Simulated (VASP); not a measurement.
# Hg (Fm-3m) in VASP: a series of runs

The runs below take Hg through single point, relaxation of cell and atoms, with LDA.

Everything below comes from runs of VASP 6.6.1. Logs are shortened: lines on timing, memory, paths and dates and some standing lists are left out, and cuts for length are marked.

### Step 1. The cell of the first run

Symmetry: Fm-3m, No. 225, cubic system. Conventional cell: a = 4.450 Å, b = 4.450 Å, c = 4.450 Å, α = 90.00°, β = 90.00°, γ = 90.00°. Within 4.1 Å of Hg (site symmetry m-3m) lie 12 Hg at 3.15 Å.

### Step 2. Single point, LDA

Contents of INCAR:

```
PREC = Accurate
ENCUT = 520
EDIFF = 1E-7
ISMEAR = -1
SIGMA = 0.1
LREAL = False
LASPH = True
NELM = 100
ALGO = Normal
ISIF = 2
LWAVE = False
LCHARG = False
NBANDS = 12
```

Contents of KPOINTS:

```
regular mesh
0
Gamma
  14 14 14
```

Contents of POSCAR:

```
Hg
1.0
    0.0000000000      2.2248947353      2.2248947353
    2.2248947353      0.0000000000      2.2248947353
    2.2248947353      2.2248947353      0.0000000000
Hg
1
Direct
    0.0000000000      0.0000000000      0.0000000000
```

Potentials or basis: VASP PAW LDA potentials, release 64 (Hg).

Launch:

```sh
$ cat potpaw_LDA.64/Hg/POTCAR > POTCAR
$ mpirun -np 1 vasp_std > vasp.out
```

OUTCAR:

```text
PREC = Accurate
   ENCUT = 520
   EDIFF = 1E-7
   ISMEAR = -1
   LREAL = False
   LASPH = True
   NELM = 100
   ISIF = 2

 ion  position               nearest neighbor table
   1  0.000  0.000  0.000-

  LATTYP: Found a face centered cubic cell.
 ALAT       =     4.4497894706

  Lattice vectors:

 A1 = (   0.0000000000,   2.2248947353,   2.2248947353)
 A2 = (   2.2248947353,   0.0000000000,   2.2248947353)
 A3 = (   2.2248947353,   2.2248947353,   0.0000000000)

Analysis of symmetry for initial positions (statically):
[... 6 lines left out ...]

 Subroutine GETGRP returns: Found 48 space group operations
 (whereof 48 operations were pure point group operations)
 out of a pool of 48 trial point group operations.

The static configuration has the point symmetry O_h .

Analysis of symmetry for dynamics (positions and initial velocities):
[... 6 lines left out ...]

 Subroutine GETGRP returns: Found 48 space group operations
 (whereof 48 operations were pure point group operations)
 out of a pool of 48 trial point group operations.

The dynamic configuration has the point symmetry O_h .

 Subroutine INISYM returns: Found 48 space group operations
 (whereof 48 operations are pure point group operations),
 and found     1 'primitive' translations

----------------------------------------------------------------------------------------

                                     Primitive cell

  volume of cell :      22.0272

  direct lattice vectors                    reciprocal lattice vectors
     0.000000000  2.224894735  2.224894735    -0.224729733  0.224729733  0.224729733
     2.224894735  0.000000000  2.224894735     0.224729733 -0.224729733  0.224729733
     2.224894735  2.224894735  0.000000000     0.224729733  0.224729733 -0.224729733

  length of vectors
     3.146476310  3.146476310  3.146476310     0.389243316  0.389243316  0.389243316

  position of ions in fractional coordinates (direct lattice)
     0.000000000  0.000000000  0.000000000

  ion indices of the primitive-cell ions
   primitive index   ion index
                 1           1

----------------------------------------------------------------------------------------

 KPOINTS: regular mesh

Automatic generation of k-mesh.
 Grid dimensions read from file:
 generate k-points for:   14   14   14

 Generating k-lattice:

  Cartesian coordinates                     Fractional coordinates (reciprocal lattice)
    -0.016052124  0.016052124  0.016052124     0.071428571  0.000000000  0.000000000
     0.016052124 -0.016052124  0.016052124     0.000000000  0.071428571  0.000000000
[... 58 lines left out ...]
   EDIFF  = 0.1E-06   stopping-criterion for ELM
   LREAL  =      F    real-space projection
   EDIFFG = 0.1E-05   stopping-criterion for IOM
   NSW    =      0    number of steps for IOM
   IBRION =     -1    ionic relax: 0-MD 1-quasi-New 2-CG
   NFREE  =      0    steps in history (QN), initial steepest desc. (CG)
   ISIF   =      2    stress and relaxation
   ISYM   =      2    0-nonsym 1-usesym 2-fastsym
   POTIM  = 0.5000    time-step for ionic-motion
   TEBEG  =    0.0;   TEEND  =   0.0 temperature during run
   PSTRESS=    0.0 pullay stress
   NELECT =      12.0000    total number of electrons
   NUPDOWN=      -1.0000    fix difference up-down
   EMIN   =  10.00;   EMAX   =-10.00  energy-range for DOS
   EFERMI =   0.00;   METHOD = LEGACY
   ISMEAR =    -1;   SIGMA  =   0.10  broadening in eV -4-tet -1-fermi 0-gaus
   EFERMI_NEDOS =   21; number of points for ismear=-14 and -15
   IALGO  =     38    algorithm
   IMIX   =      4    mixing-type and parameters
     AMIX     =   0.40;   BMIX     =  1.00
     AMIX_MAG =   1.60;   BMIX_MAG =  1.00
  volume/ion in A,a.u.               =      22.03       148.65
  Fermi-wavevector in a.u.,A,eV,Ry     =   1.337055  2.526667 24.323336  1.787715
  Thomas-Fermi vector in A             =   2.465633
   LORBIT       =      0    0 simple, 1 ext, 2 COOP (PROOUT), +10 PAW based schemes
   GGA     = CA    functional components
   LHFCALC =     F    Hartree Fock is set to
   AEXX    =    0.0000 exact exchange contribution
   IVDW    =     0    specifies the selected vdW correction
   LEPSILON=     F    determine dielectric tensor
   LRPA    =     F    only Hartree local field effects (RPA)
 non-spin polarized calculation
  energy-cutoff  :      520.00
  volume of cell :       22.03
 maximum number of plane-waves:       609
   NGX = 11   NGY = 11   NGZ = 11

 number of electron      11.9999999 magnetization

 Free energy of the ion-electron system (eV)
  ---------------------------------------------------
  ext. energy  EPLUGINS =         0.00000000
  ---------------------------------------------------
  free energy    TOTEN  =        -0.94438114 eV

  energy without entropy =       -0.93177108  energy(sigma->0) =       -0.93807611

 E-fermi :   3.0443     XC(G=0): -11.5662

 val. band max:        3.0357948252   @ k =  -0.4286   0.2143   0.0714
 cond. band min:       3.0463958966   @ k =  -0.3571   0.4286   0.1429
 fundamental gap:      0.0106010715
 Fermi energy:         3.0443217443

 k-point     1 :       0.0000    0.0000    0.0000
  band No.  band energies     occupation
      1      -6.5864      2.00000
      2      -4.1387      2.00000
      3      -4.1387      2.00000
      4      -4.1387      2.00000
      5      -3.3901      2.00000
      6      -3.3901      2.00000
      7      16.7900      0.00000
      8      18.3713      0.00000
      9      18.3713      0.00000
     10      18.3713      0.00000
     11      22.6131      0.00000
     12      23.9947      0.00000
[... 331 lines left out ...]
 k-point    24 :       0.2857    0.1429    0.0000
  band No.  band energies     occupation
      1      -5.0447      2.00000
      2      -4.3676      2.00000
      3      -3.9448      2.00000
      4      -3.7582      2.00000
      5      -3.0855      2.00000
      6      -3.0805      2.00000
      7      10.7503      0.00000
      8      14.7243      0.00000
      9      16.1339      0.00000
     10      16.7725      0.00000
     11      19.5649      0.00000
     12      24.0858      0.00000

 [... further k-points ...]
[... 5 lines left out ...]
  --------------------------------------------------------------------------------------
  -------------------------------------------------------------------------------------
  Total        0.0650435      0.0650435      0.0650435     -0.0000000     -0.0000000      0.0000000
  in kB        4.7310321      4.7310321      4.7310321     -0.0000000     -0.0000000      0.0000000
  external PRESSURE =       4.7310321 kB  Pullay stress =       0.0000000 kB

 VOLUME and BASIS-vectors are now :
 -----------------------------------------------------------------------------
  energy-cutoff  :      520.00
  volume of cell :       22.03
      direct lattice vectors                 reciprocal lattice vectors
     0.000000000  2.224894735  2.224894735    -0.224729733  0.224729733  0.224729733
     2.224894735  0.000000000  2.224894735     0.224729733 -0.224729733  0.224729733
     2.224894735  2.224894735  0.000000000     0.224729733  0.224729733 -0.224729733

 POSITION                                       TOTAL-FORCE (eV/Angst)
 -----------------------------------------------------------------------------------
      0.00000      0.00000      0.00000        -0.000000     -0.000000      0.000000
 -----------------------------------------------------------------------------------
    total drift:                               -0.000000      0.000000     -0.000000

  FREE ENERGIE OF THE ION-ELECTRON SYSTEM (eV)
  ---------------------------------------------------
  free  energy   TOTEN  =        -0.9443811408 eV

  energy  without entropy=       -0.9317710789  energy(sigma->0) =       -0.93807611
```

It took 14 s on 1 thread of Intel Xeon 6975P-C, shared host; peak memory 0.15 GiB.

What came out:

- Free energy: -0.9444 eV
- Pressure: 0.5 GPa
- Band gap on the k mesh: zero (band 6 reaches 3.71 eV, above the bottom of band 7 at 1.64 eV)

Caveat: spin-orbit coupling is left out, which moves the levels of the heavy elements.

(Part 1 of 2 ends here.)
